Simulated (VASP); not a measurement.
Ir:

```xyz
1
Lattice="0.0000 1.8234 1.9698 1.8234 0.0000 1.9698 1.8234 1.8234 0.0000" Properties=species:S:1:pos:R:3 pbc="T T T"
Ir    0.0000    0.0000    0.0000
```

This cell differs from its parent crystal: volume 13.098 Å^3 an atom, c/a of the conventional cell 1.0803.

Base run:

| Property | Result |
| --- | --- |
| Program | VASP 6.6.1 |
| Functional | LDA |
| Potentials or basis | VASP PAW LDA potentials, release 64 (Ir_sv_GW) |
| Cutoff | 500 eV |
| k mesh | 22 × 22 × 22 |
| Occupations | gaussian, width 0.15 eV |
| Spin | no spin polarisation |

Its results: pressure 25.7 GPa.

Q: The run is repeated on the same cell with these changes: potentials or basis from VASP PAW LDA potentials, release 64 (Ir_sv_GW) to VASP PAW LDA potentials, release 64 (Ir); cutoff from 500 eV to 520 eV; further incar settings from ALGO = Normal; EDIFF = 1e-06; NBANDS = 14 to ALGO = Normal; EDIFF = 1e-06; NBANDS = 10; valence electrons from 17 to 9. What comes out?

A: Pressure 30.8 GPa.
